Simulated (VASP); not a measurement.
Write the native input for VASP 6.6.1 that does the following.

```yaml
Task: single point
Functional: LDA
Potentials_or_basis: VASP PAW LDA potentials, release 64 (Ti_sv, O)
Cutoff: 520 eV
k_mesh: 5 × 5 × 7
Occupations: gaussian, width 0.01 eV
Spin: no spin polarisation
Dipole_correction: no
Further_INCAR_settings: ALGO = Normal; EDIFF = 1e-06; NBANDS = 33
```

The structure of TiO2 lies in POSCAR:

```
TiO2
1.0
    4.5922000000      0.0000000000      0.0000000000
    0.0000000000      4.5922000000      0.0000000000
    0.0000000000      0.0000000000      2.9574000000
Ti O
2 4
Direct
    0.0000000000      0.0000000000      0.0000000000
    0.5000000000      0.5000000000      0.5000000000
    0.3052238872      0.3052238872      0.0000000000
    0.1947761128      0.8052238872      0.5000000000
    0.6947761128      0.6947761128      0.0000000000
    0.8052238872      0.1947761128      0.5000000000
```

One way to write it, as run:

INCAR

```
SYSTEM = TiO2
PREC     = Accurate       ! precision mode
ENCUT    = 520            ! plane-wave cutoff, eV
EDIFF    = 1E-6           ! SCF threshold, eV
ISMEAR   = 0              ! smearing method
SIGMA    = 0.01           ! smearing width, eV
LREAL    = .False.        ! projectors in reciprocal space
LASPH    = .True.         ! aspherical terms in the spheres
NELM     = 80             ! most SCF steps
ALGO     = Normal         ! electronic algorithm
ISIF     = 2              ! what is computed and relaxed
LWAVE    = .False.        ! write WAVECAR
LCHARG   = .False.        ! write CHGCAR
GGA      = CA             ! functional
NBANDS   = 33             ! bands
```

KPOINTS

```
Automatic mesh
0
Gamma
  5 5 7
  0 0 0
```

Potentials or basis: VASP PAW LDA potentials, release 64 (Ti_sv, O).

Run with:

```bash
$ cat potpaw_LDA.64/Ti_sv/POTCAR potpaw_LDA.64/O/POTCAR > POTCAR
$ mpirun -np 1 vasp_std > vasp.out
```

It gave:

| Property | Result |
| --- | --- |
| Pressure | -6.7 GPa |
| Largest force | 0.038 eV/Å |
| Band gap on the k mesh | 1.79 eV |

Caveat: the cell stands under tension.

Run time: 59 s on 1 thread of Intel(R) Xeon(R) Platinum 8488C (Sapphire Rapids), with other jobs on the host, peak memory 0.17 GiB.
